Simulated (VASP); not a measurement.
# Li2Se (Fm-3m) in VASP: a series of runs

The runs below take Li2Se through single point, with LDA.

Everything below comes from runs of VASP 6.6.1. Logs are shortened: lines on timing, memory, paths and dates and some standing lists are left out, and cuts for length are marked.

### 1 The cell of the first run

Symmetry: Fm-3m, No. 225, cubic system. The conventional cell has a = 5.882 Å, b = 5.882 Å, c = 5.882 Å, α = 90.00°, β = 90.00°, γ = 90.00°. Within 3.4 Å of Li (site symmetry -43m) lie 4 Se at 2.55 Å and 6 Li at 2.94 Å. Se (site symmetry m-3m) has 8 Li at 2.55 Å within 3.4 Å.

### 2 Single point, LDA (volume scaled by 0.94)

File INCAR:

```
ALGO     = Normal         # electronic algorithm
EDIFF    = 1E-6           # SCF threshold, eV
ENCUT    = 750            # plane-wave cutoff, eV
GGA_COMPAT= F            
ISIF     = 2              # what is computed and relaxed
ISMEAR   = -1             # smearing method
LASPH    = T              # aspherical terms in the spheres
LCHARG   = T              # write CHGCAR
LELF     = T              # ELF
LREAL    = F              # projectors in reciprocal space
LVHAR    = T            
LWAVE    = F              # write WAVECAR
NBANDS   = 13             # bands
NELM     = 120            # most SCF steps
PREC     = Accurate       # precision mode
SIGMA    = 0.03           # smearing width, eV
```

File KPOINTS:

```
k-points
0
Gamma
  9 9 9
```

File POSCAR:

```
Li2Se
1.0
    0.0000000000      2.9412072914      2.9412072914
    2.9412072914      0.0000000000      2.9412072914
    2.9412072914      2.9412072914      0.0000000000
Li Se
2 1
Direct
    0.2500000000      0.2500000000      0.2500000000
    0.7500000000      0.7500000000      0.7500000000
    0.0000000000      0.0000000000      0.0000000000
```

Potentials or basis: VASP PAW LDA potentials, release 64 (Li_sv, Se).

Launch:

```console
> cat potpaw_LDA.64/Li_sv/POTCAR potpaw_LDA.64/Se/POTCAR > POTCAR
> mpirun -np 1 vasp_std > vasp.out
```

OUTCAR:

```text
EDIFF = 1E-6
   ENCUT = 750
   ISIF = 2
   ISMEAR = -1
   LASPH = T
   LREAL = F
   NELM = 120
   PREC = Accurate

 ion  position               nearest neighbor table
   1  0.250  0.250  0.250-   3 2.55   3 2.55   3 2.55   3 2.55
   2  0.750  0.750  0.750-   3 2.55   3 2.55   3 2.55   3 2.55
   3  0.000  0.000  0.000-   1 2.55   2 2.55   2 2.55   2 2.55   2 2.55   1 2.55   1 2.55   1 2.55

  LATTYP: Found a face centered cubic cell.
 ALAT       =     5.8824145828

  Lattice vectors:

 A1 = (   0.0000000000,   2.9412072914,   2.9412072914)
 A2 = (   2.9412072914,   0.0000000000,   2.9412072914)
 A3 = (   2.9412072914,   2.9412072914,   0.0000000000)

Analysis of symmetry for initial positions (statically):
=====================================================================
 Subroutine PRICEL returns:
 Original cell was already a primitive cell.

 Routine SETGRP: Setting up the symmetry group for a
 face centered cubic supercell.

 Subroutine GETGRP returns: Found 48 space group operations
 (whereof 48 operations were pure point group operations)
 out of a pool of 48 trial point group operations.

The static configuration has the point symmetry O_h .

Analysis of symmetry for dynamics (positions and initial velocities):
=====================================================================
 Subroutine PRICEL returns:
 Original cell was already a primitive cell.

 Routine SETGRP: Setting up the symmetry group for a
 face centered cubic supercell.

 Subroutine GETGRP returns: Found 48 space group operations
 (whereof 48 operations were pure point group operations)
 out of a pool of 48 trial point group operations.

The dynamic configuration has the point symmetry O_h .

 Subroutine INISYM returns: Found 48 space group operations
 (whereof 48 operations are pure point group operations),
 and found     1 'primitive' translations

----------------------------------------------------------------------------------------

                                     Primitive cell

  volume of cell :      50.8870

  direct lattice vectors                    reciprocal lattice vectors
     0.000000000  2.941207291  2.941207291    -0.169998219  0.169998219  0.169998219
     2.941207291  0.000000000  2.941207291     0.169998219 -0.169998219  0.169998219
     2.941207291  2.941207291  0.000000000     0.169998219  0.169998219 -0.169998219

  length of vectors
     4.159495241  4.159495241  4.159495241     0.294445552  0.294445552  0.294445552

  position of ions in fractional coordinates (direct lattice)
     0.250000000  0.250000000  0.250000000
     0.750000000  0.750000000  0.750000000
     0.000000000  0.000000000  0.000000000

  ion indices of the primitive-cell ions
   primitive index   ion index
                 1           1
                 2           2
                 3           3

----------------------------------------------------------------------------------------

 KPOINTS: k-points

Automatic generation of k-mesh.
 Grid dimensions read from file:
 generate k-points for:    9    9    9

 Generating k-lattice:

  Cartesian coordinates                     Fractional coordinates (reciprocal lattice)
    -0.018888691  0.018888691  0.018888691     0.111111111  0.000000000  0.000000000
     0.018888691 -0.018888691  0.018888691     0.000000000  0.111111111  0.000000000
     0.018888691  0.018888691 -0.018888691     0.000000000  0.000000000  0.111111111

  Length of vectors
     0.032716172  0.032716172  0.032716172

  Shift w.r.t. Gamma in fractional coordinates (k-lattice)
     0.000000000  0.000000000  0.000000000

 Subroutine IBZKPT returns following result:
 ===========================================

 Found     35 irreducible k-points:

 Following reciprocal coordinates:
            Coordinates               Weight
  0.000000  0.000000  0.000000      1.000000
  0.111111  0.000000  0.000000      8.000000
  0.222222  0.000000  0.000000      8.000000
  0.333333  0.000000  0.000000      8.000000
  0.444444  0.000000  0.000000      8.000000
  0.111111  0.111111  0.000000      6.000000
[... 16 lines left out ...]
 -0.333333  0.333333  0.000000     12.000000
  0.444444  0.444444  0.000000      6.000000
 [... further k-points ...]
   k-points           NKPTS =     35   k-points in BZ     NKDIM =     35   number of bands    NBANDS=     13
   number of dos      NEDOS =    301   number of ions     NIONS =      3
   total plane-waves  NPLWV =  64000
   dimension x,y,z NGX =    40 NGY =   40 NGZ =   40
   dimension x,y,z NGXF=    80 NGYF=   80 NGZF=   80
   ions per type =               2   1
   NGX,Y,Z   is equivalent  to a cutoff of  15.99, 15.99, 15.99 a.u.
   NGXF,Y,Z  is equivalent  to a cutoff of  31.97, 31.97, 31.97 a.u.
 SYSTEM =  unknown system
   PREC   = accura    normal or accurate (medium, high low for compatibility)
   ISTART =      0    job   : 0-new  1-cont  2-samecut
   ICHARG =      2    charge: 1-file 2-atom 10-const
   ISPIN  =      1    spin polarized calculation?
   LNONCOLLINEAR =      F non collinear calculations
   LSORBIT =      F    spin-orbit coupling
   LASPH  =      T    aspherical Exc in radial PAW
   ENCUT  =  750.0 eV  55.12 Ry    7.42 a.u.   9.29  9.29  9.29*2*pi/ulx,y,z
   NELM   =    120;   NELMIN=  2; NELMDL= -5     # of ELM steps
   EDIFF  = 0.1E-05   stopping-criterion for ELM
   LREAL  =      F    real-space projection
   EDIFFG = 0.1E-04   stopping-criterion for IOM
   NSW    =      0    number of steps for IOM
   IBRION =     -1    ionic relax: 0-MD 1-quasi-New 2-CG
   NFREE  =      0    steps in history (QN), initial steepest desc. (CG)
   ISIF   =      2    stress and relaxation
   ISYM   =      2    0-nonsym 1-usesym 2-fastsym
   POTIM  = 0.5000    time-step for ionic-motion
   TEBEG  =    0.0;   TEEND  =   0.0 temperature during run
   PSTRESS=    0.0 pullay stress
   NELECT =      12.0000    total number of electrons
   NUPDOWN=      -1.0000    fix difference up-down
   EMIN   =  10.00;   EMAX   =-10.00  energy-range for DOS
   EFERMI =   0.00;   METHOD = LEGACY
   ISMEAR =    -1;   SIGMA  =   0.03  broadening in eV -4-tet -1-fermi 0-gaus
   EFERMI_NEDOS =   21; number of points for ismear=-14 and -15
   IALGO  =     38    algorithm
   IMIX   =      4    mixing-type and parameters
     AMIX     =   0.40;   BMIX     =  1.00
     AMIX_MAG =   1.60;   BMIX_MAG =  1.00
  volume/ion in A,a.u.               =      16.96       114.47
  Fermi-wavevector in a.u.,A,eV,Ry     =   1.011423  1.911313 13.918448  1.022977
  Thomas-Fermi vector in A             =   2.144472
   LORBIT       =      0    0 simple, 1 ext, 2 COOP (PROOUT), +10 PAW based schemes
   GGA     = CA    functional components
   LHFCALC =     F    Hartree Fock is set to
   AEXX    =    0.0000 exact exchange contribution
   IVDW    =     0    specifies the selected vdW correction
   LEPSILON=     F    determine dielectric tensor
   LRPA    =     F    only Hartree local field effects (RPA)
 non-spin polarized calculation
  energy-cutoff  :      750.00
  volume of cell :       50.89
 maximum number of plane-waves:      2421
 NGX is ok and might be reduce to    40
   NGX = 19   NGY = 19   NGZ = 19

 number of electron      11.9999999 magnetization

 Free energy of the ion-electron system (eV)
  ---------------------------------------------------
  ext. energy  EPLUGINS =         0.00000000
  ---------------------------------------------------
  free energy    TOTEN  =       -12.17759726 eV

  energy without entropy =      -12.17759726  energy(sigma->0) =      -12.17759726

 E-fermi :   2.0499     XC(G=0):  -8.7684

 val. band max:        1.3467923665   @ k =   0.0000   0.0000   0.0000
 cond. band min:       4.1886239608   @ k =   0.4444   0.4444   0.0000
 fundamental gap:      2.8418315943
 Fermi energy:         2.0498932156

 k-point     1 :       0.0000    0.0000    0.0000
  band No.  band energies     occupation
      1     -42.2849      2.00000
      2     -42.2501      2.00000
      3     -10.2408      2.00000
      4       1.3468      2.00000
      5       1.3468      2.00000
      6       1.3468      2.00000
      7       4.8187      0.00000
      8       6.8407      0.00000
      9       6.8407      0.00000
     10       6.8407      0.00000
     11      12.1010      0.00000
     12      12.1010      0.00000
     13      12.2892      0.00000

 k-point     2 :       0.1111    0.0000    0.0000
  band No.  band energies     occupation
      1     -42.2838      2.00000
      2     -42.2511      2.00000
      3     -10.1982      2.00000
      4       0.7585      2.00000
      5       1.2623      2.00000
      6       1.2623      2.00000
      7       5.2351      0.00000
      8       7.0406      0.00000
      9       7.0406      0.00000
     10       7.1862      0.00000
     11      10.8911      0.00000
     12      10.8911      0.00000
     13      12.4013      0.00000

 k-point     3 :       0.2222    0.0000    0.0000
  band No.  band energies     occupation
      1     -42.2806      2.00000
      2     -42.2539      2.00000
      3     -10.0852      2.00000
      4      -0.3101      2.00000
      5       1.0709      2.00000
      6       1.0709      2.00000
      7       5.8251      0.00000
      8       7.3779      0.00000
      9       7.3779      0.00000
     10       8.0633      0.00000
     11      10.3679      0.00000
     12      10.3679      0.00000
     13      12.7791      0.00000

 k-point     4 :       0.3333    0.0000    0.0000
  band No.  band energies     occupation
      1     -42.2757      2.00000
      2     -42.2583      2.00000
      3      -9.9463      2.00000
      4      -1.2250      2.00000
      5       0.8829      2.00000
      6       0.8829      2.00000
      7       6.2696      0.00000
      8       7.3730      0.00000
      9       7.3730      0.00000
     10       8.8932      0.00000
     11      11.0057      0.00000
     12      11.0057      0.00000
     13      13.4134      0.00000

 k-point     5 :       0.4444    0.0000    0.0000
  band No.  band energies     occupation
      1     -42.2699      2.00000
      2     -42.2638      2.00000
      3      -9.8486      2.00000
      4      -1.7381      2.00000
      5       0.7733      2.00000
      6       0.7733      2.00000
      7       6.5357      0.00000
      8       7.2185      0.00000
      9       7.2185      0.00000
     10       9.3219      0.00000
     11      12.4533      0.00000
     12      12.4533      0.00000
     13      14.1095      0.00000
[... 257 lines left out ...]
 k-point    22 :      -0.4444    0.3333    0.0000
  band No.  band energies     occupation
      1     -42.2700      2.00000
      2     -42.2632      2.00000
      3      -9.7277      2.00000
      4      -1.0945      2.00000
      5      -0.6029      2.00000
      6       0.0129      2.00000
      7       5.2084      0.00000
      8       8.4814      0.00000
      9       9.8067      0.00000
     10      10.1183      0.00000
     11      11.9109      0.00000
     12      12.1232      0.00000
     13      14.2538      0.00000

 k-point    23 :      -0.3333    0.3333    0.0000
  band No.  band energies     occupation
      1     -42.2666      2.00000
      2     -42.2666      2.00000
      3      -9.7381      2.00000
      4      -1.1755      2.00000
      5      -0.7007      2.00000
      6       0.2459      2.00000
      7       5.8625      0.00000
      8       8.8207      0.00000
      9       9.7974      0.00000
     10      10.0118      0.00000
     11      10.3796      0.00000
     12      10.7334      0.00000
     13      14.9224      0.00000

 k-point    24 :       0.4444    0.4444    0.0000
  band No.  band energies     occupation
      1     -42.2727      2.00000
      2     -42.2604      2.00000
      3      -9.7314      2.00000
      4      -1.0386      2.00000
      5      -0.2173      2.00000
      6      -0.2173      2.00000
      7       4.1886      0.00000
      8       7.5888      0.00000
      9      11.3982      0.00000
     10      11.3982      0.00000
     11      12.7599      0.00000
     12      13.7909      0.00000
     13      13.7909      0.00000

 [... further k-points ...]
[... 5 lines left out ...]
  --------------------------------------------------------------------------------------
  -------------------------------------------------------------------------------------
  Total       -0.2017348     -0.2017348     -0.2017348      0.0000000      0.0000000     -0.0000000
  in kB       -6.3516211     -6.3516211     -6.3516211      0.0000000      0.0000000     -0.0000000
  external PRESSURE =      -6.3516211 kB  Pullay stress =       0.0000000 kB

 VOLUME and BASIS-vectors are now :
 -----------------------------------------------------------------------------
  energy-cutoff  :      750.00
  volume of cell :       50.89
      direct lattice vectors                 reciprocal lattice vectors
     0.000000000  2.941207291  2.941207291    -0.169998219  0.169998219  0.169998219
     2.941207291  0.000000000  2.941207291     0.169998219 -0.169998219  0.169998219
     2.941207291  2.941207291  0.000000000     0.169998219  0.169998219 -0.169998219

 POSITION                                       TOTAL-FORCE (eV/Angst)
 -----------------------------------------------------------------------------------
      1.47060      1.47060      1.47060        -0.000000      0.000000      0.000000
      4.41181      4.41181      4.41181         0.000000     -0.000000     -0.000000
      0.00000      0.00000      0.00000        -0.000000      0.000000      0.000000
 -----------------------------------------------------------------------------------
    total drift:                                0.000000     -0.000000      0.000000

  FREE ENERGIE OF THE ION-ELECTRON SYSTEM (eV)
  ---------------------------------------------------
  free  energy   TOTEN  =       -12.1775972578 eV

  energy  without entropy=      -12.1775972578  energy(sigma->0) =      -12.17759726
```

Run time: 27 s. Hardware: 1 thread of Intel Xeon 6975P-C (Granite Rapids), shared host; peak memory 0.21 GiB.

What came out:

- Free energy: -12.1776 eV
- Pressure: -0.6 GPa
- Band gap on the k mesh: 2.84 eV, indirect (least direct gap 3.47 eV)

[end of part 1 of 3]
